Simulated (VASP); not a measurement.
A run of VASP 6.6.1 is set up as follows.

The input POSCAR:

```
Br
1.0
    1.8700000000      1.8700000000      1.8700000000
   -1.8700000000      1.8700000000      1.8700000000
   -1.8700000000     -1.8700000000      1.8700000000
Br
1
Direct
    0.0000000000      0.0000000000      0.0000000000
```

The input INCAR.step1:

```
SYSTEM = Br
ALGO     = Normal         ! electronic algorithm
EDIFF    = 1E-4           ! SCF threshold, eV
ENCUT    = 600            ! plane-wave cutoff, eV
GGA      = PE             ! functional
ISMEAR   = -1             ! smearing method
LASPH    = .TRUE.         ! aspherical terms in the spheres
LCHARG   = .FALSE.        ! write CHGCAR
LREAL    = .FALSE.        ! projectors in reciprocal space
LWAVE    = .TRUE.         ! write WAVECAR
NELM     = 100            ! most SCF steps
PREC     = Accurate       ! precision mode
SIGMA    = 0.02           ! smearing width, eV
```

Contents of INCAR.step2:

```
SYSTEM = Br
ALGO     = Normal         ! electronic algorithm
EDIFF    = 1E-7           ! SCF threshold, eV
EDIFFG   = -0.01          ! ionic threshold
ENCUT    = 600            ! plane-wave cutoff, eV
IBRION   = 2              ! ionic algorithm
ISIF     = 3              ! what is computed and relaxed
ISMEAR   = -1             ! smearing method
ISTART   = 1            
LASPH    = .TRUE.         ! aspherical terms in the spheres
LCHARG   = .FALSE.        ! write CHGCAR
LMIXTAU  = .TRUE.       
LREAL    = .FALSE.        ! projectors in reciprocal space
LWAVE    = .FALSE.        ! write WAVECAR
METAGGA  = R2SCAN         ! meta-GGA
NELM     = 100            ! most SCF steps
NSW      = 80             ! ionic steps
PREC     = Accurate       ! precision mode
PSTRESS  = 50.0         
SIGMA    = 0.02           ! smearing width, eV
```

The input KPOINTS:

```
k-points
0
G
  8 8 8
  0 0 0
```

Potentials or basis: VASP PAW PBE potentials, release 64 (Br).

Run with:

```sh
$ cat potpaw_PBE.64/Br/POTCAR > POTCAR
$ cp INCAR.step1 INCAR
$ mpirun -np 1 vasp_std > vasp.out
$ cp INCAR.step2 INCAR
$ mpirun -np 1 vasp_std > vasp.out
```

Q: Predict the space group after relaxing (to 0.05 Å).

A: Im-3m (No. 229).

Q: Estimate the relaxed volume.

A: 23.57 Å³/atom.

Step by step:
| step | energy change (eV) | largest force (eV/Å) | pressure (GPa) | volume (Å³) |
| --- | --- | --- | --- | --- |
| 1 | 0.0000 | 0.0000 | 0.24 | 26.16 |
| 2 | 0.0468 | 0.0000 | 5.65 | 23.32 |
| 3 | 0.0384 | 0.0000 | 5.01 | 23.57 |

Caveat: the cell is relaxed towards a set pressure, so the enthalpy falls and the energy may rise; the PAW data sets were made with another functional, which shifts forces and pressure a little; an odd number of electrons without spin polarisation forces a metal; a magnetic or distorted state may lie lower.
